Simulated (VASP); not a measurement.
# Ge (Cmcm) in VASP: notebook, part 2 of 3

VASP 6.6.1. Earlier steps stand in the parts before.

## Step 3: Single point, PBEsol (strain +0.0050 x Voigt [0, 1, 0, 0, 0, 0])

Contents of INCAR:

```
ALGO     = Normal         # electronic algorithm
EDIFF    = 1E-6           # SCF threshold, eV
ENCUT    = 520            # plane-wave cutoff, eV
GGA      = PS             # functional
ISIF     = 2              # what is computed and relaxed
ISMEAR   = 0              # smearing method
LASPH    = T              # aspherical terms in the spheres
LCHARG   = T              # write CHGCAR
LELF     = T              # ELF
LREAL    = F              # projectors in reciprocal space
LVHAR    = T            
LWAVE    = F              # write WAVECAR
NBANDS   = 21             # bands
NELM     = 60             # most SCF steps
PREC     = Accurate       # precision mode
SIGMA    = 0.15           # smearing width, eV
```

Contents of KPOINTS:

```
k-points
0
Gamma
  18 18 10
```

Contents of POSCAR:

```
Ge
1.0
    1.4880529250     -2.6076630580      0.0000000000
    1.4880529250      2.6076630580      0.0000000000
    0.0000000000      0.0000000000      4.7275957900
Ge
2
Direct
    0.6665533700      0.3334466300      0.2500000000
    0.3334466300      0.6665533700      0.7500000000
```

Potentials or basis: VASP PAW PBE potentials, release 64 (Ge_d).

The run is started by

```
$ cat potpaw_PBE.64/Ge_d/POTCAR > POTCAR
$ mpirun -np 1 vasp_std > vasp.out
```

It took 3.7 min on 1 thread of Intel Xeon Platinum 8259CL at 2.50GHz (Skylake/Cascade Lake), shared host; peak memory 0.41 GiB.

Results (log left out):

- Free energy: -9.3210 eV
- Pressure: 0.1 GPa
- Largest force: 0.009 eV/Å
- Band gap on the k mesh: zero (band 14 reaches 13.57 eV, above the bottom of band 15 at 3.90 eV)

Forces on the atoms (eV/Å):
```
Ge   0.000  0.009  0.000
Ge   0.000 -0.009  0.000
```

Stress tensor (GPa, compression positive):
```
 0.04  0.00  0.00
 0.00 -0.14  0.00
 0.00  0.00  0.30
```

Levels at points of the mesh, in eV from the Fermi level:
```csv
k point,band 11,band 12,band 13,band 14,band 15,band 16,band 17,band 18
"(0.00, 0.00, 0.00)",-13.44,-7.54,-5.61,6.39,6.58,8.46,8.68,9.99
"(0.50, 0.00, 0.00)",-8.52,-7.19,-2.36,-1.34,-0.97,1.34,2.26,6.26
"(0.50, 0.50, 0.00)",-8.65,-7.27,-2.42,-1.38,-1.08,1.28,2.52,6.50
"(0.00, 0.00, 0.50)",-11.76,-11.76,1.80,1.80,7.53,7.53,7.72,7.72
"(0.50, 0.00, 0.50)",-7.08,-7.08,-5.01,-5.01,3.92,3.92,4.95,4.95
"(0.50, 0.50, 0.50)",-7.21,-7.21,-5.05,-5.05,4.19,4.19,4.98,4.98
```

Caveat: the cell differs from its parent crystal (strain +0.0050 x Voigt [0, 1, 0, 0, 0, 0]); the PAW data sets were made with another functional, which shifts forces and pressure a little.

## Step 4: Single point, PBEsol (strain +0.0100 x Voigt [0, 1, 0, 0, 0, 0])

Contents of INCAR:

```
SYSTEM = Ge
PREC = Accurate ; ENCUT = 520
EDIFF = 1E-6 ; ISMEAR = 0
SIGMA = 0.15 ; LREAL = .False.
LASPH = .True. ; NELM = 60
ALGO = Normal ; ISIF = 2
LWAVE = .False. ; LCHARG = .True.
GGA = PS ; LELF = .True.
LVHAR = .True. ; NBANDS = 21
```

Contents of KPOINTS:

```
regular mesh
0
Gamma
  18 18 10
  0 0 0
```

Contents of POSCAR:

```
Ge
1.0
    1.4880529250     -2.6206365061      0.0000000000
    1.4880529250      2.6206365061      0.0000000000
    0.0000000000      0.0000000000      4.7275957900
Ge
2
Direct
    0.6665533700      0.3334466300      0.2500000000
    0.3334466300      0.6665533700      0.7500000000
```

Potentials or basis: VASP PAW PBE potentials, release 64 (Ge_d).

The run is started by

```
$ cat potpaw_PBE.64/Ge_d/POTCAR > POTCAR
$ mpirun -np 1 vasp_std > vasp.out
```

OUTCAR:

```text
SYSTEM = Ge
   PREC = Accurate
   ENCUT = 520
   EDIFF = 1E-6
   ISMEAR = 0
   LREAL = .False.
   LASPH = .True.
   NELM = 60
   ISIF = 2
   GGA = PS

 ion  position               nearest neighbor table
   1  0.667  0.333  0.250-
   2  0.333  0.667  0.750-

  LATTYP: Found a base centered orthorhombic cell.
 ALAT       =     2.9761058500
 B/A-ratio  =     1.7611178084
 C/A-ratio  =     1.5885173540

  Lattice vectors:

 A1 = (   1.4880529250,  -2.6206365061,   0.0000000000)
 A2 = (   1.4880529250,   2.6206365061,   0.0000000000)
 A3 = (   0.0000000000,   0.0000000000,   4.7275957900)

Analysis of symmetry for initial positions (statically):
=====================================================================
 Subroutine PRICEL returns:
 Original cell was already a primitive cell.

 Routine SETGRP: Setting up the symmetry group for a
 base centered orthorhombic supercell.

 Subroutine GETGRP returns: Found  8 space group operations
 (whereof  4 operations were pure point group operations)
 out of a pool of  8 trial point group operations.

The static configuration has the point symmetry C_2h.
 The point group associated with its full space group is D_2h.

Analysis of symmetry for dynamics (positions and initial velocities):
=====================================================================
 Subroutine PRICEL returns:
 Original cell was already a primitive cell.

 Routine SETGRP: Setting up the symmetry group for a
 base centered orthorhombic supercell.

 Subroutine GETGRP returns: Found  8 space group operations
 (whereof  4 operations were pure point group operations)
 out of a pool of  8 trial point group operations.

The dynamic configuration has the point symmetry C_2h.
 The point group associated with its full space group is D_2h.

 Subroutine INISYM returns: Found  8 space group operations
 (whereof  4 operations are pure point group operations),
[... 104 lines left out ...]
   POTIM  = 0.5000    time-step for ionic-motion
   TEBEG  =    0.0;   TEEND  =   0.0 temperature during run
   PSTRESS=    0.0 pullay stress
   NELECT =      28.0000    total number of electrons
   NUPDOWN=      -1.0000    fix difference up-down
   EMIN   =  10.00;   EMAX   =-10.00  energy-range for DOS
   EFERMI =   0.00;   METHOD = LEGACY
   ISMEAR =     0;   SIGMA  =   0.15  broadening in eV -4-tet -1-fermi 0-gaus
   EFERMI_NEDOS =   21; number of points for ismear=-14 and -15
   IALGO  =     38    algorithm
   IMIX   =      4    mixing-type and parameters
     AMIX     =   0.40;   BMIX     =  1.00
     AMIX_MAG =   1.60;   BMIX_MAG =  1.00
  volume/ion in A,a.u.               =      18.44       124.41
  Fermi-wavevector in a.u.,A,eV,Ry     =   1.493582  2.822460 30.351694  2.230787
  Thomas-Fermi vector in A             =   2.605964
   LORBIT       =      0    0 simple, 1 ext, 2 COOP (PROOUT), +10 PAW based schemes
   GGA     = PS    functional components
   LHFCALC =     F    Hartree Fock is set to
   AEXX    =    0.0000 exact exchange contribution
   IVDW    =     0    specifies the selected vdW correction
   LEPSILON=     F    determine dielectric tensor
   LRPA    =     F    only Hartree local field effects (RPA)
 non-spin polarized calculation
 Gauss-broadening in eV      SIGMA  =   0.15
  energy-cutoff  :      520.00
  volume of cell :       36.87
 maximum number of plane-waves:      1015
   NGX = 11   NGY = 11   NGZ = 17

 number of electron      28.0000017 magnetization

 Free energy of the ion-electron system (eV)
  ---------------------------------------------------
  ext. energy  EPLUGINS =         0.00000000
  ---------------------------------------------------
  free energy    TOTEN  =        -9.32064482 eV

  energy without entropy =       -9.30994865  energy(sigma->0) =       -9.31529673

 E-fermi :   6.9182     XC(G=0): -11.5545

 val. band max:        6.9068473417   @ k =  -0.4444   0.2222   0.2000
 cond. band min:       6.9224145782   @ k =   0.2778   0.2222   0.2000
 fundamental gap:      0.0155672365
 Fermi energy:         6.9182441711

 k-point     1 :       0.0000    0.0000    0.0000
  band No.  band energies     occupation
      1     -17.7595      2.00000
      2     -17.7519      2.00000
      3     -17.7462      2.00000
      4     -17.7430      2.00000
      5     -17.7424      2.00000
      6     -17.7347      2.00000
[... 565 lines left out ...]
     20      19.1942      0.00000
     21      20.3503      0.00000

 [... further k-points ...]
[... 5 lines left out ...]
  --------------------------------------------------------------------------------------
  -------------------------------------------------------------------------------------
  Total       -0.0599086     -0.1491025      0.0059796      0.0000000      0.0000000      0.0000000
  in kB       -2.6031822     -6.4788796      0.2598266      0.0000000      0.0000000      0.0000000
  external PRESSURE =      -2.9407451 kB  Pullay stress =       0.0000000 kB

 VOLUME and BASIS-vectors are now :
 -----------------------------------------------------------------------------
  energy-cutoff  :      520.00
  volume of cell :       36.87
      direct lattice vectors                 reciprocal lattice vectors
     1.488052925 -2.620636506  0.000000000     0.336009554 -0.190793343  0.000000000
     1.488052925  2.620636506  0.000000000     0.336009554  0.190793343  0.000000000
     0.000000000  0.000000000  4.727595790     0.000000000  0.000000000  0.211524006

 POSITION                                       TOTAL-FORCE (eV/Angst)
 -----------------------------------------------------------------------------------
      1.48805     -0.87295      1.18190         0.000000      0.011356     -0.000000
      1.48805      0.87295      3.54570         0.000000     -0.011356      0.000000
 -----------------------------------------------------------------------------------
    total drift:                                0.000000     -0.000000      0.000000

  FREE ENERGIE OF THE ION-ELECTRON SYSTEM (eV)
  ---------------------------------------------------
  free  energy   TOTEN  =        -9.3206448185 eV

  energy  without entropy=       -9.3099486490  energy(sigma->0) =       -9.31529673
```

OSZICAR:

```text
N       E                     dE             d eps       ncg     rms          rms(c)
DAV:   1     0.173138467694E+03    0.17314E+03   -0.14180E+04 26442   0.382E+03
DAV:   2     0.139362474508E+02   -0.15920E+03   -0.15408E+03 23077   0.582E+02
DAV:   3    -0.873720855447E+01   -0.22673E+02   -0.22447E+02 25817   0.131E+02
DAV:   4    -0.935532952019E+01   -0.61812E+00   -0.61764E+00 26075   0.248E+01
DAV:   5    -0.936439272965E+01   -0.90632E-02   -0.90629E-02 25983   0.330E+00    0.169E+00
DAV:   6    -0.933281876875E+01    0.31574E-01   -0.32870E-02 31544   0.303E+00    0.888E-01
DAV:   7    -0.932120702730E+01    0.11612E-01   -0.16370E-02 31505   0.174E+00    0.106E-01
DAV:   8    -0.932063568052E+01    0.57135E-03   -0.14108E-03 27119   0.684E-01    0.304E-02
DAV:   9    -0.932064270965E+01   -0.70291E-05   -0.29307E-05 25730   0.642E-02    0.104E-02
DAV:  10    -0.932064499454E+01   -0.22849E-05   -0.12956E-06 21934   0.925E-03    0.414E-04
DAV:  11    -0.932064481847E+01    0.17607E-06   -0.15812E-07 14961   0.684E-03
   1 F= -.93206448E+01 E0= -.93152967E+01  d E =-.106962E-01
```

stdout:

```text
POSCAR found type information on POSCAR Ge
 POSCAR found :  1 types and       2 ions
 scaLAPACK will be used
 -----------------------------------------------------------------------------
|                                                                             |
|                                                                             |
|     You enforced a specific xc type in the INCAR file but a different       |
|     I HOPE YOU KNOW WHAT YOU ARE DOING!                                     |
|                                                                             |
 -----------------------------------------------------------------------------

 LDA part: xc-table for (Slater+PW92), standard interpolation
 POSCAR, INCAR and KPOINTS ok, starting setup
 FFT: planning ... GRIDC
 FFT: planning ... GRID_SOFT
 FFT: planning ... GRID
 WAVECAR not read
 entering main loop
```

It took 3.7 min on 1 thread of Intel Xeon Platinum 8259CL at 2.50GHz (Skylake/Cascade Lake), shared host; peak memory 0.42 GiB.

Results:

```
Free energy            : -9.3206 eV
Pressure               : -0.3 GPa
Largest force          : 0.011 eV/Å
Band gap on the k mesh : zero (band 14 reaches 13.40 eV, above the bottom of band 15 at 3.87 eV)
```

Forces on the atoms (eV/Å):
```
Ge   0.000  0.011  0.000
Ge   0.000 -0.011  0.000
```

Caveat: the cell differs from its parent crystal (strain +0.0100 x Voigt [0, 1, 0, 0, 0, 0]); the PAW data sets were made with another functional, which shifts forces and pressure a little.

(Continued in part 3 of 3.)
